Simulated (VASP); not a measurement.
# Mg5Cd3O8 (P1) in VASP: a series of runs

Mg5Cd3O8 is run at these levels: r2SCAN, PBEsol; tasks: single point.

Program: VASP 6.6.1. These are calculated values, not measurements. Logs are shortened: lines on timing, memory, paths and dates and some standing lists are left out, and cuts for length are marked.

## Step 1: The cell of the first run

The typed cell holds 64 atoms: a = 8.861 Å, b = 8.861 Å, c = 8.861 Å, α = 90.00°, β = 90.00°, γ = 90.00°.

## Step 2: Single point, r2SCAN

Contents of POSCAR:

```
Mg5Cd3O8
1.0
    8.8609250000      0.0000000000      0.0000000000
    0.0000000000      8.8609250000      0.0000000000
    0.0000000000      0.0000000000      8.8609250000
O Cd Mg
32 12 20
Direct
    0.2525370000      0.9987600000      0.9850630000
    0.2515590000      0.0007310000      0.5119070000
    0.2600130000      0.4969170000      0.9936520000
    0.2519560000      0.5000840000      0.5028130000
    0.7482770000      0.0125860000      0.9969870000
    0.7509170000      0.0030030000      0.5053320000
    0.7334430000      0.4864900000      0.9857510000
    0.7476850000      0.5004600000      0.5124070000
    0.0009560000      0.2487340000      0.9953760000
    0.0012860000      0.2378800000      0.5036030000
    0.0132570000      0.7500470000      0.9842370000
    0.0035920000      0.7669180000      0.5125690000
    0.4964120000      0.2584340000      0.9855610000
    0.4989920000      0.2383750000      0.5124130000
    0.4851310000      0.7341080000      0.9970470000
    0.4985270000      0.7668270000      0.5019800000
    0.9897010000      0.0136440000      0.2670310000
    0.9994200000      0.0040010000      0.7382830000
    0.0105490000      0.4848040000      0.2493430000
    0.9990850000      0.4949870000      0.7486650000
    0.5159680000      0.0024010000      0.2671880000
    0.5030720000      0.0131750000      0.7388380000
    0.4860740000      0.4968570000      0.2326770000
    0.4985290000      0.4856870000      0.7582280000
    0.2364670000      0.2592430000      0.2488690000
    0.2453100000      0.2508110000      0.7486610000
    0.2466870000      0.7353760000      0.2498910000
    0.2373030000      0.7462040000      0.7468600000
    0.7641340000      0.2411150000      0.2537100000
    0.7546390000      0.2489310000      0.7477600000
    0.7539730000      0.7640220000      0.2658420000
    0.7649360000      0.7525280000      0.7392670000
    0.0002550000      0.0010000000      0.9998680000
    0.9999620000      0.4979010000      0.9975640000
    0.0006150000      0.5008900000      0.5005980000
    0.5002220000      0.0010090000      0.9980650000
    0.4990440000      0.4991630000      0.5004190000
    0.7492830000      0.7491610000      0.9969300000
    0.2499890000      0.0006100000      0.2525250000
    0.7486000000      0.4974400000      0.2487650000
    0.0013420000      0.7521440000      0.2527020000
    0.4998290000      0.2493800000      0.2492930000
    0.4990970000      0.7498300000      0.2505510000
    0.4998310000      0.7495900000      0.7485110000
    0.0000140000      0.0033290000      0.5049050000
    0.5019050000      0.0036500000      0.5056750000
    0.4948610000      0.4935090000      0.9928680000
    0.2489930000      0.2541150000      0.9926280000
    0.2476000000      0.2474600000      0.5053390000
    0.2495220000      0.7421030000      0.9910010000
    0.2476810000      0.7533630000      0.5065210000
    0.7501280000      0.2495190000      0.9928480000
    0.7533210000      0.2440220000      0.5055220000
    0.7535960000      0.7603110000      0.5057480000
    0.2473870000      0.0035230000      0.7464060000
    0.2492450000      0.4961710000      0.2454640000
    0.2490380000      0.4962010000      0.7497160000
    0.7533160000      0.0059580000      0.2614390000
    0.7532630000      0.0059230000      0.7444300000
    0.7499500000      0.4935350000      0.7489460000
    0.0005450000      0.2476190000      0.2545250000
    0.0004580000      0.2475710000      0.7468720000
    0.0019260000      0.7543260000      0.7456540000
    0.4991820000      0.2492790000      0.7486860000
```

Contents of INCAR.step1:

```
SYSTEM = Mg5Cd3O8
PREC = Accurate ; ENCUT = 520
ISMEAR = -1 ; SIGMA = 0.05
LREAL = Auto ; LASPH = .TRUE.
NELM = 80 ; NBANDS = 226
GGA = PE ; ALGO = Normal
EDIFF = 1E-4 ; LWAVE = .TRUE.
LCHARG = .FALSE.
```

Contents of INCAR.step2:

```
SYSTEM = Mg5Cd3O8
PREC = Accurate ; ENCUT = 520
EDIFF = 1E-6 ; ISMEAR = -1
SIGMA = 0.05 ; LREAL = Auto
LASPH = .TRUE. ; NELM = 80
ALGO = Normal ; ISIF = 2
LWAVE = .FALSE. ; LCHARG = .FALSE.
METAGGA = R2SCAN ; LMIXTAU = .TRUE.
NBANDS = 226 ; ISTART = 1
```

Contents of KPOINTS:

```
regular mesh
0
G
  1 1 1
  0 0 0
```

Potentials or basis: VASP PAW PBE potentials, release 64 (O, Cd, Mg).

The run is started by

```sh
$ cat potpaw_PBE.64/O/POTCAR potpaw_PBE.64/Cd/POTCAR potpaw_PBE.64/Mg/POTCAR > POTCAR
$ cp INCAR.step1 INCAR
$ mpirun -np 1 vasp_gam > vasp.out
$ cp INCAR.step2 INCAR
$ mpirun -np 1 vasp_gam > vasp.out
```

OUTCAR:

```text
SYSTEM = Mg5Cd3O8
   PREC = Accurate
   ENCUT = 520
   EDIFF = 1E-6
   ISMEAR = -1
   LREAL = Auto
   LASPH = .TRUE.
   NELM = 80
   ISIF = 2
   METAGGA = R2SCAN
   ISTART = 1

 ion  position               nearest neighbor table
   1  0.253  0.999  0.985-  55 2.12  36 2.20  33 2.24  48 2.26  50 2.27  39 2.37
   2  0.252  0.001  0.512-  55 2.08  49 2.19  51 2.19  46 2.22  45 2.23  39 2.30
   3  0.260  0.497  0.994-  47 2.08  48 2.15  57 2.16  50 2.17  56 2.23  34 2.30
   4  0.252  0.500  0.503-  57 2.19  37 2.19  35 2.23  49 2.24  51 2.24  56 2.28
   5  0.748  0.013  0.997-  52 2.10  36 2.20  33 2.24  59 2.24  38 2.33  58 2.34
   6  0.751  0.003  0.505-  59 2.12  53 2.14  54 2.15  58 2.16  46 2.21  45 2.21
[... 76 lines left out ...]
  58  0.753  0.006  0.261-  29 2.09  17 2.10  21 2.10  31 2.14   6 2.16   5 2.34  53 3.02  61 3.06
                            54 3.07  45 3.07  46 3.11  42 3.12  41 3.15  33 3.19  43 3.20  52 3.21
  59  0.753  0.006  0.744-   6 2.12  30 2.15  18 2.18  22 2.22   5 2.24  32 2.25  53 2.99  54 3.03
                            45 3.05  62 3.06  46 3.07  52 3.08  64 3.12  63 3.13  33 3.15  36 3.17
  60  0.750  0.494  0.749-   8 2.10   7 2.10  30 2.17  20 2.21  24 2.23  32 2.30  52 3.06  53 3.09
                            64 3.10  62 3.11  34 3.12  35 3.13  47 3.13  37 3.13  38 3.16  44 3.17
  61  0.001  0.248  0.255-  17 2.08  25 2.09  29 2.10  19 2.10  10 2.21   9 2.30  58 3.06  45 3.10
                            39 3.11  56 3.12  49 3.12  53 3.12  35 3.13  33 3.14  40 3.14  34 3.18
  62  0.000  0.248  0.747-  10 2.16  18 2.16  26 2.17  30 2.18  20 2.19   9 2.20  45 3.05  53 3.06
                            49 3.06  59 3.06  55 3.08  48 3.10  52 3.11  60 3.11  57 3.12  33 3.13
  63  0.002  0.754  0.746-  12 2.07  28 2.09  32 2.10  11 2.12  18 2.21  20 2.30  51 3.04  54 3.06
                            45 3.07  50 3.09  55 3.10  35 3.12  59 3.13  33 3.14  38 3.16  57 3.17
  64  0.499  0.249  0.749-  22 2.09  14 2.10  24 2.10  13 2.10  26 2.25  30 2.26  47 3.06  46 3.06
                            48 3.10  49 3.10  60 3.10  52 3.10  57 3.11  53 3.12  59 3.12  55 3.12

  LATTYP: Found a simple cubic cell.
 ALAT       =     8.8609250000

  Lattice vectors:

 A1 = (   8.8609250000,   0.0000000000,   0.0000000000)
 A2 = (   0.0000000000,   8.8609250000,   0.0000000000)
 A3 = (   0.0000000000,   0.0000000000,   8.8609250000)

Analysis of symmetry for initial positions (statically):
=====================================================================
 Subroutine PRICEL returns:
 Original cell was already a primitive cell.

 Routine SETGRP: Setting up the symmetry group for a
 simple cubic supercell.

 Subroutine GETGRP returns: Found  1 space group operations
 (whereof  1 operations were pure point group operations)
 out of a pool of 48 trial point group operations.

The static configuration has the point symmetry C_1 .

Analysis of symmetry for dynamics (positions and initial velocities):
=====================================================================
 Subroutine PRICEL returns:
 Original cell was already a primitive cell.
[... 224 lines left out ...]
   EFERMI_NEDOS =   21; number of points for ismear=-14 and -15
   IALGO  =     38    algorithm
   IMIX   =      4    mixing-type and parameters
     AMIX     =   0.40;   BMIX     =  1.00
     AMIX_MAG =   1.60;   BMIX_MAG =  1.00
  volume/ion in A,a.u.               =      10.87        73.36
  Fermi-wavevector in a.u.,A,eV,Ry     =   1.333496  2.519942 24.194038  1.778212
  Thomas-Fermi vector in A             =   2.462350
   LORBIT       =      0    0 simple, 1 ext, 2 COOP (PROOUT), +10 PAW based schemes
   METAGGA = R2SCAN    functional components
   LHFCALC =     F    Hartree Fock is set to
   AEXX    =    0.0000 exact exchange contribution
   IVDW    =     0    specifies the selected vdW correction
   LEPSILON=     F    determine dielectric tensor
   LRPA    =     F    only Hartree local field effects (RPA)
 non-spin polarized calculation
  energy-cutoff  :      520.00
  volume of cell :      695.72
 maximum number of plane-waves:      9403
 NGX is ok and might be reduce to    70
   NGX = 33   NGY = 33   NGZ = 33

 number of electron     375.9999954 magnetization

 Free energy of the ion-electron system (eV)
  ---------------------------------------------------
  ext. energy  EPLUGINS =         0.00000000
  ---------------------------------------------------
  free energy    TOTEN  =      -659.18445724 eV

  energy without entropy =     -659.18445694  energy(sigma->0) =     -659.18445709

 E-fermi :   3.9572     XC(G=0): -11.8323

 val. band max:        3.1444565199   @ k =   0.0000   0.0000   0.0000
 cond. band min:       4.7697156990   @ k =   0.0000   0.0000   0.0000
 fundamental gap:      1.6252591791
 Fermi energy:         3.9572137052

 k-point     1 :       0.0000    0.0000    0.0000
  band No.  band energies     occupation
      1     -15.9762      2.00000
      2     -15.5643      2.00000
      3     -15.5078      2.00000
      4     -15.4990      2.00000
      5     -15.4572      2.00000
      6     -15.4169      2.00000
[... 192 lines left out ...]
    199       9.0337      0.00000
    200       9.1434      0.00000
 [bands above 200 left out]

------------------------ aborting loop because EDIFF is reached ----------------------------------------

  FORCE on cell =-STRESS in cart. coord.  units (eV):
  Direction    XX          YY          ZZ          XY          YZ          ZX
  --------------------------------------------------------------------------------------
  -------------------------------------------------------------------------------------
  Total        2.8809241      2.1515600      2.2798133      0.0793115      0.2509072      0.4265825
  in kB        6.6344544      4.9548084      5.2501618      0.1826457      0.5778120      0.9823731
  external PRESSURE =       5.6131415 kB  Pullay stress =       0.0000000 kB

 VOLUME and BASIS-vectors are now :
 -----------------------------------------------------------------------------
  energy-cutoff  :      520.00
  volume of cell :      695.72
      direct lattice vectors                 reciprocal lattice vectors
     8.860925000  0.000000000  0.000000000     0.112855035  0.000000000  0.000000000
     0.000000000  8.860925000  0.000000000     0.000000000  0.112855035  0.000000000
     0.000000000  0.000000000  8.860925000     0.000000000  0.000000000  0.112855035

 POSITION                                       TOTAL-FORCE (eV/Angst)
 -----------------------------------------------------------------------------------
      2.23771      8.84994      8.72857         0.019644     -0.006827     -0.077709
      2.22905      0.00648      4.53597         0.012371     -0.027138      0.091784
      2.30396      4.40314      8.80468         0.133303     -0.014822     -0.035508
      2.23256      4.43121      4.45539         0.004367      0.017800     -0.000421
      6.63043      0.11152      8.83423        -0.013406      0.103128     -0.009257
      6.65382      0.02661      4.47771        -0.023009     -0.003361      0.013233
[... 56 lines left out ...]
      0.01707      6.68403      6.60718         0.041270      0.037832     -0.060975
      4.42321      2.20884      6.63405         0.003689      0.006917      0.007019
 -----------------------------------------------------------------------------------
    total drift:                                0.014283     -0.048512     -0.069313

  FREE ENERGIE OF THE ION-ELECTRON SYSTEM (eV)
  ---------------------------------------------------
  free  energy   TOTEN  =      -659.1844572380 eV

  energy  without entropy=     -659.1844569354  energy(sigma->0) =     -659.18445709
```

Wall time 11 min (1 thread of Intel Xeon 6975P-C (Granite Rapids), shared host); peak memory 0.82 GiB.

What came out:

```
Free energy            : -659.1845 eV
Pressure               : 0.6 GPa
Largest force          : 0.211 eV/Å
Band gap on the k mesh : 1.63 eV
```

Forces in eV/Å, atoms in the order of the input:
```
O    0.020 -0.007 -0.078
O    0.012 -0.027  0.092
O    0.133 -0.015 -0.036
O    0.004  0.018  0.000
O   -0.013  0.103 -0.009
O   -0.023 -0.003  0.013
O   -0.103 -0.061 -0.061
O   -0.019  0.003  0.103
O    0.001  0.003 -0.012
O    0.024 -0.114  0.032
O    0.141 -0.003 -0.115
O   -0.016  0.099  0.098
O   -0.020  0.143 -0.110
O   -0.007 -0.132  0.113
O   -0.099 -0.090  0.041
O   -0.031  0.120 -0.031
O   -0.143  0.118  0.101
O    0.000  0.039 -0.114
O    0.123 -0.134 -0.004
O   -0.012 -0.022  0.013
O    0.097 -0.037  0.091
O    0.020  0.122 -0.140
O   -0.087  0.037 -0.102
O   -0.003 -0.117  0.147
O   -0.136  0.130  0.000
O   -0.036  0.019 -0.002
O    0.018 -0.113  0.020
O   -0.118 -0.015  0.009
O    0.138 -0.124  0.007
O    0.040 -0.004 -0.009
O   -0.031  0.062  0.072
O    0.129 -0.003 -0.132
Cd   0.000  0.019 -0.022
Cd   0.030 -0.007 -0.006
Cd   0.012 -0.011  0.014
Cd   0.004  0.016 -0.008
Cd  -0.009 -0.001  0.012
Cd  -0.003 -0.003 -0.008
Cd  -0.004 -0.001  0.016
Cd  -0.007 -0.011 -0.005
Cd   0.006  0.007  0.015
Cd  -0.002  0.004 -0.010
Cd  -0.014  0.000  0.010
Cd  -0.013 -0.011 -0.002
Mg  -0.049  0.033  0.066
Mg   0.040  0.037  0.063
Mg  -0.070 -0.062 -0.061
Mg   0.016  0.081 -0.071
Mg  -0.033 -0.030  0.068
Mg   0.000 -0.082 -0.080
Mg  -0.043  0.034  0.079
Mg  -0.006  0.007 -0.084
Mg   0.027 -0.110  0.066
Mg   0.038  0.113  0.053
Mg  -0.032  0.026 -0.060
Mg  -0.009 -0.034 -0.048
Mg   0.016 -0.028  0.047
Mg   0.035  0.056  0.118
Mg   0.031  0.071 -0.111
Mg  -0.005 -0.085  0.008
Mg   0.000 -0.022  0.038
Mg   0.000 -0.043 -0.042
Mg   0.041  0.038 -0.061
Mg   0.004  0.007  0.007
```

Levels at points of the mesh, in eV from the valence-band top:
```csv
k point,band 184,band 185,band 186,band 187,band 188,band 189,band 190,band 191,band 192,band 193
"(0.00, 0.00, 0.00)",-0.56,-0.41,-0.38,-0.27,0.00,1.63,4.15,4.31,4.63,4.82
```

Caveat: the k points lie up to 0.71 Å⁻¹ apart; the PAW data sets were made with another functional, which shifts forces and pressure a little.

[end of part 1 of 2]
